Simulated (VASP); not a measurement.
# Ru: single point with PBEsol

The system is Ru.

```
Ru
1.0
     2.70580    0.00000    0.00000
    -1.35290    2.34329    0.00000
     0.00000    0.00000    4.28190
Ru
2
Direct
  0.33333 0.66667 0.25000
  0.66667 0.33333 0.75000
```

```
Program                : VASP 6.6.1
Task                   : single point
Functional             : PBEsol
Potentials or basis    : VASP PAW PBE potentials, release 64 (Ru_pv)
Cutoff                 : 520 eV
k mesh                 : 9 × 9 × 4
Occupations            : gaussian, width 0.1 eV
Spin                   : no spin polarisation
Dipole correction      : no
Further INCAR settings : ALGO = Normal; EDIFF = 1e-06; NBANDS = 21
```

The pressure is -6.2 GPa. The band gap on the k mesh is zero (bands 14 and 15 overlap by 3.05 eV).

Stress tensor (GPa, compression positive):
```
-5.22  0.00  0.00
 0.00 -5.22  0.00
 0.00  0.00 -8.17
```

Levels at points of the mesh, in eV from the Fermi level:
```
           k point  band 11  band 12  band 13  band 14  band 15  band 16  band 17  band 18
(0.00, 0.00, 0.00)    -2.61    -2.09    -2.09    -1.57    -1.57     1.01     1.01     1.06
(0.00, 0.00, 0.50)    -2.94    -2.94    -2.92    -2.92     0.38     0.38     0.38     0.38
```

It took 24 s on 1 thread of Intel Xeon 8259CL, with other jobs on the host, peak memory 0.14 GiB.

Caveat: the k points lie up to 0.37 Å⁻¹ apart, too coarse for converged energies and pressures of a metal; the PAW data sets were made with another functional, which shifts forces and pressure a little.
